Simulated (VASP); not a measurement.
# Si (I4/mmm) in VASP: a series of runs

The runs below take Si through single point, with LDA.

All numbers are computed with VASP 6.6.1; they aren't measurements. Logs are shortened: lines on timing, memory, paths and dates and some standing lists are left out, and cuts for length are marked.

## 1. The cell of the first run

The structure is tetragonal, space group I4/mmm (No. 139). The conventional cell has a = 3.384 Å, b = 3.384 Å, c = 2.429 Å, α = 90.00°, β = 90.00°, γ = 90.00°. Within 3.2 Å of Si (site symmetry 4/mmm) lie 10 Si at 2.43 to 2.68 Å.

## 2. Single point, LDA (strain +0.040 along x and y, -0.080 along z)

INCAR reads:

```
ALGO = Normal ; EDIFF = 1E-7
ENCUT = 520 ; ISIF = 2
ISMEAR = 0 ; LASPH = True
LCHARG = False ; LREAL = False
LWAVE = False ; NBANDS = 8
NELM = 60 ; PREC = Accurate
SIGMA = 0.15
```

KPOINTS reads:

```
k-points
0
Gamma
  22 22 22
```

POSCAR reads:

```
Si
1.0
   -1.6919915272      1.6919915272      1.2147034620
    1.6919915272     -1.6919915272      1.2147034620
    1.6919915272      1.6919915272     -1.2147034620
Si
1
Direct
    0.0000000000      0.0000000000      0.0000000000
```

Potentials or basis: VASP PAW LDA potentials, release 64 (Si).

Started as:

```
cat potpaw_LDA.64/Si/POTCAR > POTCAR
mpirun -np 1 vasp_std > vasp.out
```

OUTCAR:

```text
EDIFF = 1E-7
   ENCUT = 520
   ISIF = 2
   ISMEAR = 0
   LASPH = True
   LREAL = False
   NELM = 60
   PREC = Accurate

 ion  position               nearest neighbor table
   1  0.000  0.000  0.000-

  LATTYP: Found a body centered tetragonal cell.
 ALAT       =     3.3839830544
 C/A-ratio  =     0.7179134425

  Lattice vectors:

 A1 = (  -1.6919915272,   1.6919915272,   1.2147034620)
 A2 = (   1.6919915272,  -1.6919915272,   1.2147034620)
 A3 = (   1.6919915272,   1.6919915272,  -1.2147034620)

Analysis of symmetry for initial positions (statically):
=====================================================================
 Subroutine PRICEL returns:
 Original cell was already a primitive cell.

 Routine SETGRP: Setting up the symmetry group for a
 body centered tetragonal supercell.

 Subroutine GETGRP returns: Found 16 space group operations
 (whereof 16 operations were pure point group operations)
 out of a pool of 16 trial point group operations.

The static configuration has the point symmetry D_4h.

Analysis of symmetry for dynamics (positions and initial velocities):
=====================================================================
 Subroutine PRICEL returns:
 Original cell was already a primitive cell.

 Routine SETGRP: Setting up the symmetry group for a
 body centered tetragonal supercell.

 Subroutine GETGRP returns: Found 16 space group operations
 (whereof 16 operations were pure point group operations)
 out of a pool of 16 trial point group operations.

The dynamic configuration has the point symmetry D_4h.

 Subroutine INISYM returns: Found 16 space group operations
 (whereof 16 operations are pure point group operations),
 and found     1 'primitive' translations

----------------------------------------------------------------------------------------

                                     Primitive cell

  volume of cell :      13.9100

  direct lattice vectors                    reciprocal lattice vectors
    -1.691991527  1.691991527  1.214703462     0.000000000  0.295509754  0.411623096
     1.691991527 -1.691991527  1.214703462     0.295509754  0.000000000  0.411623096
     1.691991527  1.691991527 -1.214703462     0.295509754  0.295509754  0.000000000

  length of vectors
     2.683500542  2.683500542  2.683500542     0.506714503  0.506714503  0.417913902

  position of ions in fractional coordinates (direct lattice)
     0.000000000  0.000000000  0.000000000

  ion indices of the primitive-cell ions
   primitive index   ion index
                 1           1

----------------------------------------------------------------------------------------

 KPOINTS: k-points

Automatic generation of k-mesh.
 Grid dimensions read from file:
 generate k-points for:   22   22   22

 Generating k-lattice:

  Cartesian coordinates                     Fractional coordinates (reciprocal lattice)
     0.000000000  0.013432262  0.018710141     0.045454545  0.000000000  0.000000000
     0.013432262  0.000000000  0.018710141     0.000000000  0.045454545  0.000000000
     0.013432262  0.013432262  0.000000000     0.000000000  0.000000000  0.045454545

  Length of vectors
     0.023032477  0.023032477  0.018996086

  Shift w.r.t. Gamma in fractional coordinates (k-lattice)
     0.000000000  0.000000000  0.000000000

 Subroutine IBZKPT returns following result:
 ===========================================

 Found    834 irreducible k-points:

 Following reciprocal coordinates:
            Coordinates               Weight
  0.000000  0.000000  0.000000      1.000000
  0.045455  0.000000  0.000000      8.000000
  0.090909  0.000000  0.000000      8.000000
  0.136364  0.000000  0.000000      8.000000
  0.181818  0.000000 -0.000000      8.000000
  0.227273  0.000000 -0.000000      8.000000
[... 16 lines left out ...]
  0.500000  0.045455 -0.000000     16.000000
 -0.454545  0.045455  0.000000     16.000000
 [... further k-points ...]
   k-points           NKPTS =    834   k-points in BZ     NKDIM =    834   number of bands    NBANDS=      8
   number of dos      NEDOS =    301   number of ions     NIONS =      1
   total plane-waves  NPLWV =   8000
   dimension x,y,z NGX =    20 NGY =   20 NGZ =   20
   dimension x,y,z NGXF=    40 NGYF=   40 NGZF=   40
   ions per type =               1
   NGX,Y,Z   is equivalent  to a cutoff of  12.39, 12.39, 12.39 a.u.
   NGXF,Y,Z  is equivalent  to a cutoff of  24.78, 24.78, 24.78 a.u.
 SYSTEM =  unknown system
   PREC   = accura    normal or accurate (medium, high low for compatibility)
   ISTART =      0    job   : 0-new  1-cont  2-samecut
   ICHARG =      2    charge: 1-file 2-atom 10-const
   ISPIN  =      1    spin polarized calculation?
   LNONCOLLINEAR =      F non collinear calculations
   LSORBIT =      F    spin-orbit coupling
   LASPH  =      T    aspherical Exc in radial PAW
   ENCUT  =  520.0 eV  38.22 Ry    6.18 a.u.   4.99  4.99  4.99*2*pi/ulx,y,z
   NELM   =     60;   NELMIN=  2; NELMDL= -5     # of ELM steps
   EDIFF  = 0.1E-06   stopping-criterion for ELM
   LREAL  =      F    real-space projection
   EDIFFG = 0.1E-05   stopping-criterion for IOM
   NSW    =      0    number of steps for IOM
   IBRION =     -1    ionic relax: 0-MD 1-quasi-New 2-CG
   NFREE  =      0    steps in history (QN), initial steepest desc. (CG)
   ISIF   =      2    stress and relaxation
   ISYM   =      2    0-nonsym 1-usesym 2-fastsym
   POTIM  = 0.5000    time-step for ionic-motion
   TEBEG  =    0.0;   TEEND  =   0.0 temperature during run
   PSTRESS=    0.0 pullay stress
   NELECT =       4.0000    total number of electrons
   NUPDOWN=      -1.0000    fix difference up-down
   EMIN   =  10.00;   EMAX   =-10.00  energy-range for DOS
   EFERMI =   0.00;   METHOD = LEGACY
   ISMEAR =     0;   SIGMA  =   0.15  broadening in eV -4-tet -1-fermi 0-gaus
   EFERMI_NEDOS =   21; number of points for ismear=-14 and -15
   IALGO  =     38    algorithm
   IMIX   =      4    mixing-type and parameters
     AMIX     =   0.40;   BMIX     =  1.00
     AMIX_MAG =   1.60;   BMIX_MAG =  1.00
  volume/ion in A,a.u.               =      13.91        93.87
  Fermi-wavevector in a.u.,A,eV,Ry     =   1.080569  2.041980 15.886570  1.167630
  Thomas-Fermi vector in A             =   2.216564
   LORBIT       =      0    0 simple, 1 ext, 2 COOP (PROOUT), +10 PAW based schemes
   GGA     = CA    functional components
   LHFCALC =     F    Hartree Fock is set to
   AEXX    =    0.0000 exact exchange contribution
   IVDW    =     0    specifies the selected vdW correction
   LEPSILON=     F    determine dielectric tensor
   LRPA    =     F    only Hartree local field effects (RPA)
 non-spin polarized calculation
 Gauss-broadening in eV      SIGMA  =   0.15
  energy-cutoff  :      520.00
  volume of cell :       13.91
 maximum number of plane-waves:       390
   NGX =  9   NGY =  9   NGZ =  9

 number of electron       4.0000000 magnetization

 Free energy of the ion-electron system (eV)
  ---------------------------------------------------
  ext. energy  EPLUGINS =         0.00000000
  ---------------------------------------------------
  free energy    TOTEN  =        -5.53631566 eV

  energy without entropy =       -5.53113151  energy(sigma->0) =       -5.53372359

 E-fermi :  10.5834     XC(G=0): -11.3900

 val. band max:       10.5817091504   @ k =  -0.4545   0.4545   0.3636
 cond. band min:      10.5904333993   @ k =   0.4091   0.2727   0.0455
 fundamental gap:      0.0087242489
 Fermi energy:        10.5834413919

 k-point     1 :       0.0000    0.0000    0.0000
  band No.  band energies     occupation
      1      -4.1919      2.00000
      2      18.6590      0.00000
      3      18.9578      0.00000
      4      18.9578      0.00000
      5      21.6419      0.00000
      6      26.5099      0.00000
      7      28.1937      0.00000
      8      28.1937      0.00000

 k-point     2 :       0.0455    0.0000    0.0000
  band No.  band energies     occupation
      1      -4.1153      2.00000
      2      17.8393      0.00000
      3      18.7464      0.00000
      4      19.8971      0.00000
      5      21.7372      0.00000
      6      26.2526      0.00000
      7      27.5456      0.00000
      8      27.7128      0.00000

 k-point     3 :       0.0909    0.0000    0.0000
  band No.  band energies     occupation
      1      -3.8854      2.00000
      2      17.0166      0.00000
      3      18.2715      0.00000
      4      21.0574      0.00000
      5      21.5965      0.00000
      6      25.5886      0.00000
      7      26.2379      0.00000
      8      27.0661      0.00000

 k-point     4 :       0.1364    0.0000    0.0000
  band No.  band energies     occupation
      1      -3.5030      2.00000
      2      16.3247      0.00000
      3      17.7322      0.00000
      4      20.5334      0.00000
      5      22.1557      0.00000
      6      24.9497      0.00000
      7      24.9936      0.00000
      8      27.0310      0.00000

 k-point     5 :       0.1818    0.0000   -0.0000
  band No.  band energies     occupation
      1      -2.9690      2.00000
      2      15.7683      0.00000
      3      17.1843      0.00000
      4      18.7833      0.00000
      5      22.3155      0.00000
      6      24.2014      0.00000
      7      24.8611      0.00000
      8      27.7840      0.00000
[... 177 lines left out ...]
 k-point    22 :       0.4545    0.0455   -0.0000
  band No.  band energies     occupation
      1       4.2121      2.00000
      2       5.6510      2.00000
      3      14.7860      0.00000
      4      15.7152      0.00000
      5      17.4656      0.00000
      6      20.0094      0.00000
      7      27.5848      0.00000
      8      31.6728      0.00000

 k-point    23 :       0.5000    0.0455   -0.0000
  band No.  band energies     occupation
      1       3.7873      2.00000
      2       6.1185      2.00000
      3      14.3608      0.00000
      4      15.9808      0.00000
      5      17.4757      0.00000
      6      20.2450      0.00000
      7      27.9323      0.00000
      8      31.3911      0.00000

 k-point    24 :      -0.4545    0.0455    0.0000
  band No.  band energies     occupation
      1       2.3953      2.00000
      2       7.8096      2.00000
      3      14.0528      0.00000
      4      16.1637      0.00000
      5      17.7682      0.00000
      6      20.6981      0.00000
      7      28.2954      0.00000
      8      31.3490      0.00000

 [... further k-points ...]

------------------------ aborting loop because EDIFF is reached ----------------------------------------

  FORCE on cell =-STRESS in cart. coord.  units (eV):
  Direction    XX          YY          ZZ          XY          YZ          ZX
  --------------------------------------------------------------------------------------
  -------------------------------------------------------------------------------------
  Total       -0.0969343     -0.0969343      0.8341353      0.0000000     -0.0000000      0.0000000
  in kB      -11.1650705    -11.1650705     96.0772241      0.0000000     -0.0000000      0.0000000
  external PRESSURE =      24.5823610 kB  Pullay stress =       0.0000000 kB

 VOLUME and BASIS-vectors are now :
 -----------------------------------------------------------------------------
  energy-cutoff  :      520.00
  volume of cell :       13.91
      direct lattice vectors                 reciprocal lattice vectors
    -1.691991527  1.691991527  1.214703462     0.000000000  0.295509754  0.411623096
     1.691991527 -1.691991527  1.214703462     0.295509754  0.000000000  0.411623096
     1.691991527  1.691991527 -1.214703462     0.295509754  0.295509754  0.000000000

 POSITION                                       TOTAL-FORCE (eV/Angst)
 -----------------------------------------------------------------------------------
      0.00000      0.00000      0.00000        -0.000000      0.000000      0.000000
 -----------------------------------------------------------------------------------
    total drift:                                0.000000      0.000000     -0.000000

  FREE ENERGIE OF THE ION-ELECTRON SYSTEM (eV)
  ---------------------------------------------------
  free  energy   TOTEN  =        -5.5363156622 eV

  energy  without entropy=       -5.5311315138  energy(sigma->0) =       -5.53372359
```

Wall time 37 s (1 thread of Intel Xeon Platinum 8488C (Sapphire Rapids), shared host); peak memory 0.18 GiB.

What came out:

```
Free energy            : -5.5363 eV
Pressure               : 2.5 GPa
Band gap on the k mesh : zero (band 2 reaches 19.34 eV, above the bottom of band 3 at 7.29 eV)
```

Caveat: the cell differs from its parent crystal (strain +0.040 along x and y, -0.080 along z).

## 3. Single point, LDA (strain +0.000 along x and y, +0.040 along z)

INCAR reads:

```
SYSTEM = Si
  PREC = Accurate
  ENCUT = 520
  EDIFF = 1E-6
  ISMEAR = 0
  SIGMA = 0.15
  LREAL = .FALSE.
  LASPH = .TRUE.
  NELM = 60
  ALGO = Normal
  ISIF = 2
  LWAVE = .FALSE.
  LCHARG = .FALSE.
  NBANDS = 8
```

KPOINTS reads:

```
Automatic mesh
0
G
  22 22 22
  0 0 0
```

POSCAR reads:

```
Si
1.0
   -1.6269149300      1.6269149300      1.3731430440
    1.6269149300     -1.6269149300      1.3731430440
    1.6269149300      1.6269149300     -1.3731430440
Si
1
Direct
    0.0000000000      0.0000000000      0.0000000000
```

Potentials or basis: VASP PAW LDA potentials, release 64 (Si).

Started as:

```
cat potpaw_LDA.64/Si/POTCAR > POTCAR
mpirun -np 1 vasp_std > vasp.out
```

Wall time 31 s (1 thread of Intel Xeon Platinum 8488C (Sapphire Rapids), shared host); peak memory 0.18 GiB.

Results (log left out):

```yaml
Free_energy: -5.5551 eV
Pressure: -3.8 GPa
Band_gap_on_the_k_mesh: zero (band 2 reaches 20.03 eV, above the bottom of band 3 at 6.27 eV)
```

Stress tensor (GPa, compression positive):
```
-2.98  0.00  0.00
 0.00 -2.98  0.00
 0.00  0.00 -5.32
```

Levels at points of the mesh, in eV from the Fermi level:
```tsv
k point	band 1	band 2	band 3	band 4	band 5	band 6	band 7
(0.00, 0.00, 0.00)	-14.30	10.04	10.09	10.09	12.59	13.44	14.36
(0.50, 0.00, 0.00)	-6.25	-6.21	4.67	6.56	6.63	9.14	18.67
(0.50, 0.50, 0.00)	-8.11	-6.99	7.86	10.54	10.72	11.35	17.53
(0.50, 0.50, 0.50)	-1.99	-1.99	-1.06	1.57	3.03	5.52	24.44
```

Caveat: the cell differs from its parent crystal (strain +0.000 along x and y, +0.040 along z).

(Part 1 of 2 ends here.)
